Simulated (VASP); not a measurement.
Set up this calculation in VASP 6.6.1, as the native input.

* Task: single point
* Functional: LDA
* Potentials or basis: VASP PAW LDA potentials, release 64 (Bi_d, Te)
* Cutoff: 520 eV
* k mesh: 6 × 6 × 6
* Occupations: fermi-dirac, width 0.05 eV
* Spin: no spin polarisation
* Dipole correction: no
* Further INCAR settings: ALGO = Normal; EDIFF = 1e-07; NBANDS = 32

The structure of Bi2Te3 lies in POSCAR:

```
Bi2Te3
1.0
    2.1518466308      1.2423691639      9.6915109224
   -2.1518466308      1.2423691639      9.6915109224
    0.0000000000     -2.4847383277      9.6915109224
Bi Te
2 3
Direct
    0.1880000000      0.1880000000      0.1880000000
    0.5980000000      0.5980000000      0.5980000000
    0.3890000000      0.3890000000      0.3890000000
    0.8000000000      0.8000000000      0.8000000000
    0.0000000000      0.0000000000      0.0000000000
```

The input as run:

INCAR

```
SYSTEM = Bi2Te3
ALGO = Normal
EDIFF = 1E-7
ENCUT = 520
GGA = CA
ISIF = 2
ISMEAR = -1
LASPH = .TRUE.
LCHARG = .FALSE.
LREAL = .FALSE.
LWAVE = .FALSE.
NBANDS = 32
NELM = 100
PREC = Accurate
SIGMA = 0.05
```

KPOINTS

```
k-points
0
G
  6 6 6
  0 0 0
```

Potentials or basis: VASP PAW LDA potentials, release 64 (Bi_d, Te).

Launch:

```sh
$ cat potpaw_LDA.64/Bi_d/POTCAR potpaw_LDA.64/Te/POTCAR > POTCAR
$ mpirun -np 1 vasp_std > vasp.out
```

It gave:

```
Pressure               : 2.6 GPa
Largest force          : 1.477 eV/Å
Band gap on the k mesh : zero (bands 24 and 25 overlap by 0.11 eV)
```

Caveat: spin-orbit coupling is left out, which moves the levels of the heavy elements; forces of over 1 eV/Å act on the atoms, so gaps and moduli don't describe the material at rest.

Run time: 7 min on 1 thread of Intel(R) Xeon(R) 6975P-C (Granite Rapids), with other jobs on the host, peak memory 0.72 GiB.
